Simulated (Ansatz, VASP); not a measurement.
## Ca4Ag2As in VASP and in Ansatz

Contents of INCAR:

```
PREC     = Accurate       # precision mode
ENCUT    = 500            # plane-wave cutoff, eV
EDIFF    = 1E-6           # SCF threshold, eV
ISMEAR   = -5             # smearing method
SIGMA    = 0.1            # smearing width, eV
LREAL    = F              # projectors in reciprocal space
LASPH    = T              # aspherical terms in the spheres
NELM     = 120            # most SCF steps
ALGO     = Normal         # electronic algorithm
ISIF     = 2              # what is computed and relaxed
LWAVE    = F              # write WAVECAR
LCHARG   = T              # write CHGCAR
GGA      = PE             # functional
LELF     = T              # ELF
LVHAR    = T            
NBANDS   = 42             # bands
GGA_COMPAT= F
```

Contents of KPOINTS:

```
Automatic mesh
0
Gamma
  5 5 5
```

POSCAR

```
Ca4Ag2As
1.0
    0.0000000000      5.5066050000      0.0000000000
    5.5066050000      0.0000000000      0.0000000000
    2.7533020000      2.7533020000     -5.5061690000
As Ag Ca
1 2 4
Direct
    0.0000000000      0.0000000000      0.0000000000
    0.5000000000      0.5000000000      0.0000000000
    0.7500000000      0.2500000000      0.5000000000
    0.3700000000      0.3900000000      0.7400000000
    0.6100000000      0.1100000000      0.2600000000
    0.8900000000      0.8700000000      0.7400000000
    0.1300000000      0.6300000000      0.2600000000
```

Input for Ansatz:

```yaml
crystal:
  lattice:
    - [0.0, 5.506605, 0.0]
    - [5.506605, 0.0, 0.0]
    - [2.753302, 2.753302, -5.506169]
  atoms:
    - { symbol: As, position: [0.0, 0.0, 0.0] }
    - { symbol: Ag, position: [0.5, 0.5, 0.0] }
    - { symbol: Ca, position: [0.37, 0.39, 0.74] }
    - { symbol: Ca, position: [0.61, 0.11, 0.26] }
    - { symbol: Ca, position: [0.89, 0.87, 0.74] }
    - { symbol: Ca, position: [0.13, 0.63, 0.26] }
    - { symbol: Ag, position: [0.75, 0.25, 0.5] }
  symmetry: { tolerance: 0.0003 }
kpoints:
  mp_grid: { grid: [5, 5, 5], shift: [0, 0, 0] }
  band_path:
    path:
      - [0.0, 0.0, 0.0]
      - [0.5, -0.5, 0.0]
      - [0.5, -0.5, 0.25]
      - [0.0, -0.5, 0.0]
      - [0.0, 0.0, 0.0]
      - [0.0, 0.0, 0.5]
      - [0.0, -0.3749802, 0.3125099]
      - [0.0, -0.6250198, -0.3125099]
      - [0.0, 0.0, 0.0]
      - [0.5, -0.5, 0.0]
      - [0.3749802, -0.6250198, -0.1250198]
    npoints: 6
magnetization:
  spin_polarized: false
scf:
  occupations: { method: tetrahedron }
  lower_state_search: "off"
  max_iter: 200
hamiltonian:
  pseudopotentials: { kind: paw }
  xc: pbe
basis:
  ecutwfc: 420
  fft_grid_basis: typed
output:
  forces: true
  stress: true
  eigenvalues: true
  bader: true
  populations: true
  elf: true
  write_potential: true
  volumetric_format: npy
  dos:
    e_range: [-12, 8]
    de: 0.05
    projected: { site_lists: { Ag: [Ag], As: [As], Ca: [Ca] } }
checkpoint:
  read: saved_state
```

Alike in both runs: task single point; functional PBE; k mesh 5 × 5 × 5; occupations tetrahedron; no spin polarisation.

|  | VASP | Ansatz |
| --- | --- | --- |
| version | VASP 6.6.1 | Ansatz 0.2.0 |
| potentials or method | VASP PAW PBE potentials, release 64 (As, Ag, Ca_sv), cutoff 500 eV | PAW plane waves |
| valence electrons in the cell | 67 | 93 |

Ansatz gave:

* rms of the force components (eV/Å): 1.394

Question: Which values does VASP return?

Answer: rms of the force components (eV/Å): 1.410.

VASP's potentials hold 67 valence electrons a cell and Ansatz's 93, so a difference there can come from the potentials and not from the codes. Ansatz's warnings: band table not solved further, product built on unsolved table, tetrahedron derivatives may miss energy slope.
